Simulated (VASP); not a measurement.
A run of VASP 6.6.1:

INCAR

```
SYSTEM = GaN
ALGO     = Normal         ! electronic algorithm
EDIFF    = 1E-6           ! SCF threshold, eV
ENCUT    = 520            ! plane-wave cutoff, eV
GGA      = PE             ! functional
ISIF     = 2              ! what is computed and relaxed
ISMEAR   = 0              ! smearing method
LASPH    = .TRUE.         ! aspherical terms in the spheres
LCHARG   = .TRUE.         ! write CHGCAR
LELF     = .TRUE.         ! ELF
LREAL    = .FALSE.        ! projectors in reciprocal space
LVHAR    = .TRUE.       
LWAVE    = .FALSE.        ! write WAVECAR
NBANDS   = 26             ! bands
NELM     = 60             ! most SCF steps
PREC     = Accurate       ! precision mode
SIGMA    = 0.1            ! smearing width, eV
```

Contents of KPOINTS:

```
k-points
0
G
  6 6 6
  0 0 0
```

POSCAR

```
GaN
1.0
    1.6949948600     -4.8248743200      0.0000000000
    1.6949948600      4.8248743200      0.0000000000
    0.0000000000      0.0000000000      3.5006937100
Ga N
2 2
Direct
    0.6317607200      0.3682392800      0.7500000000
    0.3682392800      0.6317607200      0.2500000000
    0.8612899700      0.1387100300      0.7500000000
    0.1387100300      0.8612899700      0.2500000000
```

Potentials or basis: VASP PAW PBE potentials, release 64 (Ga_d, N).

The run is started by

```bash
$ cat potpaw_PBE.64/Ga_d/POTCAR potpaw_PBE.64/N/POTCAR > POTCAR
$ mpirun -np 1 vasp_std > vasp.out
```

Hardware: 1 thread of Intel(R) Xeon(R) 6975P-C (Granite Rapids) (shared host).

Task: Estimate the wall time of this run.

Result: It took 37 s on 1 thread of Intel(R) Xeon(R) 6975P-C (Granite Rapids), with other jobs on the host, peak memory 0.23 GiB. Counts: scf iterations 14, k points 52.
